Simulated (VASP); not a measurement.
# InP (F-43m) in VASP: single point with PBE

Aim: the single point of InP with PBE.

All numbers are computed with VASP 6.6.1; they aren't measurements. Logs are shortened: lines on timing, memory, paths and dates and some standing lists are left out, and cuts for length are marked.

## Step 1: The cell of the first run

It takes space group F-43m (No. 216, cubic). The conventional cell has a = 5.855 Å, b = 5.855 Å, c = 5.855 Å, α = 90.00°, β = 90.00°, γ = 90.00°. Within 3.3 Å of In (site symmetry -43m) lie 4 P at 2.54 Å. P (site symmetry -43m) has 4 In at 2.54 Å within 3.3 Å.

## Step 2: Single point, PBE

POSCAR

```
InP
1.0
    0.0000000000      2.9277130000      2.9277130000
    2.9277130000      0.0000000000      2.9277130000
    2.9277130000      2.9277130000      0.0000000000
In P
1 1
Direct
    0.0000000000      0.0000000000      0.0000000000
    0.2500000000      0.2500000000      0.2500000000
```

INCAR.step1

```
  PREC = Accurate
  ENCUT = 520
  EDIFF = 1E-7
  ISMEAR = -1
  SIGMA = 0.1
  LREAL = False
  LASPH = True
  NELM = 100
  ALGO = Normal
  ISIF = 2
  LWAVE = False
  LCHARG = True
  GGA = PE
  NBANDS = 16
```

KPOINTS.step1

```
regular mesh
0
Gamma
  8 8 8
```

INCAR.step2

```
  PREC = Accurate
  ENCUT = 520
  EDIFF = 1E-7
  ISMEAR = -5
  SIGMA = 0.1
  LREAL = False
  LASPH = True
  NELM = 100
  ALGO = Normal
  ISIF = 2
  LWAVE = False
  LCHARG = False
  GGA = PE
  LORBIT = 11
  NEDOS = 1001
  ICHARG = 11
```

KPOINTS.step2

```
regular mesh
0
Gamma
  12 12 12
```

Potentials or basis: VASP PAW PBE potentials, release 64 (In_d, P).

Launch:

```bash
> cat potpaw_PBE.64/In_d/POTCAR potpaw_PBE.64/P/POTCAR > POTCAR
> cp INCAR.step1 INCAR
> cp KPOINTS.step1 KPOINTS
> mpirun -np 1 vasp_std > vasp.out
> cp INCAR.step2 INCAR
> cp KPOINTS.step2 KPOINTS
> mpirun -np 1 vasp_std > vasp.out
```

OUTCAR:

```text
PREC = Accurate
   ENCUT = 520
   EDIFF = 1E-7
   ISMEAR = -5
   LREAL = False
   LASPH = True
   NELM = 100
   ISIF = 2
   GGA = PE
   LORBIT = 11
   ICHARG = 11

 ion  position               nearest neighbor table
   1  0.000  0.000  0.000-   2 2.54   2 2.54   2 2.54   2 2.54
   2  0.250  0.250  0.250-   1 2.54   1 2.54   1 2.54   1 2.54

  LATTYP: Found a face centered cubic cell.
 ALAT       =     5.8554260000

  Lattice vectors:

 A1 = (   0.0000000000,   2.9277130000,   2.9277130000)
 A2 = (   2.9277130000,   0.0000000000,   2.9277130000)
 A3 = (   2.9277130000,   2.9277130000,   0.0000000000)

Analysis of symmetry for initial positions (statically):
=====================================================================
 Subroutine PRICEL returns:
 Original cell was already a primitive cell.

 Routine SETGRP: Setting up the symmetry group for a
 face centered cubic supercell.

 Subroutine GETGRP returns: Found 24 space group operations
 (whereof 24 operations were pure point group operations)
 out of a pool of 48 trial point group operations.

The static configuration has the point symmetry T_d .

Analysis of symmetry for dynamics (positions and initial velocities):
=====================================================================
 Subroutine PRICEL returns:
 Original cell was already a primitive cell.

 Routine SETGRP: Setting up the symmetry group for a
 face centered cubic supercell.

 Subroutine GETGRP returns: Found 24 space group operations
 (whereof 24 operations were pure point group operations)
 out of a pool of 48 trial point group operations.

The dynamic configuration has the point symmetry T_d .

 Subroutine INISYM returns: Found 24 space group operations
 (whereof 24 operations are pure point group operations),
 and found     1 'primitive' translations

----------------------------------------------------------------------------------------

                                     Primitive cell

  volume of cell :      50.1898

  direct lattice vectors                    reciprocal lattice vectors
     0.000000000  2.927713000  2.927713000    -0.170781767  0.170781767  0.170781767
     2.927713000  0.000000000  2.927713000     0.170781767 -0.170781767  0.170781767
     2.927713000  2.927713000  0.000000000     0.170781767  0.170781767 -0.170781767

  length of vectors
     4.140411431  4.140411431  4.140411431     0.295802698  0.295802698  0.295802698

  position of ions in fractional coordinates (direct lattice)
     0.000000000  0.000000000  0.000000000
[... 97 lines left out ...]
   IALGO  =     38    algorithm
   IMIX   =      4    mixing-type and parameters
     AMIX     =   0.40;   BMIX     =  1.00
     AMIX_MAG =   1.60;   BMIX_MAG =  1.00
  volume/ion in A,a.u.               =      25.09       169.35
  Fermi-wavevector in a.u.,A,eV,Ry     =   1.163127  2.197991 18.406840  1.352865
  Thomas-Fermi vector in A             =   2.299680
   LORBIT       =     11    0 simple, 1 ext, 2 COOP (PROOUT), +10 PAW based schemes
   GGA     = PE    functional components
   LHFCALC =     F    Hartree Fock is set to
   AEXX    =    0.0000 exact exchange contribution
   IVDW    =     0    specifies the selected vdW correction
   LEPSILON=     F    determine dielectric tensor
   LRPA    =     F    only Hartree local field effects (RPA)
 non-spin polarized calculation
 Fermi weights with tetrahedron method with Bloechl corrections
  energy-cutoff  :      520.00
  volume of cell :       50.19
 maximum number of plane-waves:      1369

 number of electron      18.0000004 magnetization

 Free energy of the ion-electron system (eV)
  ---------------------------------------------------
  ext. energy  EPLUGINS =         0.00000000
  ---------------------------------------------------
  free energy    TOTEN  =        -8.38011697 eV

  energy without entropy =       -8.38011697  energy(sigma->0) =       -8.38011697

 E-fermi :   5.2407     XC(G=0):  -9.2953

 val. band max:        5.2204116918   @ k =   0.0000   0.0000   0.0000
 cond. band min:       5.9483530466   @ k =   0.0000   0.0000   0.0000
 fundamental gap:      0.7279413548
 Fermi energy:         5.2407215951

 k-point     1 :       0.0000    0.0000    0.0000
  band No.  band energies     occupation
      1      -8.9720      2.00000
      2      -8.9720      2.00000
      3      -8.9720      2.00000
      4      -8.8166      2.00000
      5      -8.8166      2.00000
      6      -6.3162      2.00000
      7       5.2204      2.00000
      8       5.2204      2.00000
      9       5.2204      2.00000
     10       5.9484      0.00000
     11       9.3129      0.00000
     12       9.3129      0.00000
     13       9.3129      0.00000
[... 354 lines left out ...]
  band No.  band energies     occupation
      1      -9.0995      2.00000
      2      -8.9251      2.00000
      3      -8.9160      2.00000
      4      -8.8139      2.00000
      5      -8.8057      2.00000
      6      -4.4069      2.00000
      7      -0.3536      2.00000
      8       2.8806      2.00000
      9       3.9662      2.00000
     10       7.8524      0.00000
     11       9.6979      0.00000
     12      10.7612      0.00000
     13      12.3260      0.00000

 [... further k-points ...]

------------------------ aborting loop because EDIFF is reached ----------------------------------------

  FORCE on cell =-STRESS in cart. coord.  units (eV):
  Direction    XX          YY          ZZ          XY          YZ          ZX
  --------------------------------------------------------------------------------------
  -------------------------------------------------------------------------------------
  Total        1.1152989      1.1152989      1.1152989     -0.0000000     -0.0000000      0.0000000
  in kB       35.6029791     35.6029791     35.6029791     -0.0000000     -0.0000000      0.0000000
  external PRESSURE =      35.6029791 kB  Pullay stress =       0.0000000 kB

 VOLUME and BASIS-vectors are now :
 -----------------------------------------------------------------------------
  energy-cutoff  :      520.00
  volume of cell :       50.19
      direct lattice vectors                 reciprocal lattice vectors
     0.000000000  2.927713000  2.927713000    -0.170781767  0.170781767  0.170781767
     2.927713000  0.000000000  2.927713000     0.170781767 -0.170781767  0.170781767
     2.927713000  2.927713000  0.000000000     0.170781767  0.170781767 -0.170781767

 POSITION                                       TOTAL-FORCE (eV/Angst)
 -----------------------------------------------------------------------------------
      0.00000      0.00000      0.00000         0.000000      0.000000      0.000000
      1.46386      1.46386      1.46386         0.000000     -0.000000     -0.000000
 -----------------------------------------------------------------------------------
    total drift:                               -0.000000     -0.000000     -0.000000

  FREE ENERGIE OF THE ION-ELECTRON SYSTEM (eV)
  ---------------------------------------------------
  free  energy   TOTEN  =        -8.3801169706 eV

  energy  without entropy=       -8.3801169706  energy(sigma->0) =       -8.38011697

 total charge

# of ion       s       p       d       tot
------------------------------------------
    1        0.828   0.771   9.901  11.500
    2        1.030   1.499   0.000   2.529
--------------------------------------------------
tot          1.858   2.269   9.901  14.029
```

OUTCAR.step1:

```text
PREC = Accurate
   ENCUT = 520
   EDIFF = 1E-7
   ISMEAR = -1
   LREAL = False
[... 677 lines left out ...]
      0.00000      0.00000      0.00000        -0.000000     -0.000000     -0.000000
      1.46386      1.46386      1.46386         0.000000      0.000000      0.000000
 -----------------------------------------------------------------------------------
    total drift:                               -0.000000     -0.000000     -0.000000

  FREE ENERGIE OF THE ION-ELECTRON SYSTEM (eV)
  ---------------------------------------------------
  free  energy   TOTEN  =        -8.3777592180 eV

  energy  without entropy=       -8.3774855564  energy(sigma->0) =       -8.37762239
```

OSZICAR.step1:

```text
N       E                     dE             d eps       ncg     rms          rms(c)
DAV:   1     0.110657656963E+03    0.11066E+03   -0.85576E+03   936   0.129E+03
DAV:   2    -0.149985456902E+01   -0.11216E+03   -0.10780E+03  1032   0.298E+02
DAV:   3    -0.860929391482E+01   -0.71094E+01   -0.70766E+01  1224   0.736E+01
DAV:   4    -0.879461220536E+01   -0.18532E+00   -0.18527E+00  1224   0.129E+01
DAV:   5    -0.880140214129E+01   -0.67899E-02   -0.67898E-02  1352   0.200E+00    0.571E+00
DAV:   6    -0.840643067533E+01    0.39497E+00   -0.62079E-01  1488   0.129E+01    0.343E+00
DAV:   7    -0.837654994074E+01    0.29881E-01   -0.16217E-01  1328   0.322E+00    0.126E+00
DAV:   8    -0.837691930279E+01   -0.36936E-03   -0.15902E-02  1184   0.149E+00    0.333E-01
DAV:   9    -0.837752866454E+01   -0.60936E-03   -0.12833E-03  1176   0.375E-01    0.157E-01
DAV:  10    -0.837768362790E+01   -0.15496E-03   -0.25744E-04  1432   0.221E-01    0.102E-01
DAV:  11    -0.837775936446E+01   -0.75737E-04   -0.12306E-04  1112   0.100E-01    0.452E-02
DAV:  12    -0.837775866796E+01    0.69650E-06   -0.80458E-06  1048   0.267E-02    0.119E-02
DAV:  13    -0.837775905652E+01   -0.38856E-06   -0.15520E-06  1192   0.608E-03    0.913E-03
DAV:  14    -0.837775919431E+01   -0.13779E-06   -0.20390E-07  1200   0.458E-03    0.169E-03
DAV:  15    -0.837775921801E+01   -0.23696E-07   -0.11936E-08   800   0.912E-04
   1 F= -.83777592E+01 E0= -.83776224E+01  d E =-.273662E-03
```

Wall time 78 s (1 thread of Intel Xeon 8259CL, shared host); peak memory 0.19 GiB.

Results:

* Valence electrons inside the program's atomic spheres: In 11.50; P 2.53

Caveat: spin-orbit coupling is left out, which moves the levels of the heavy elements.
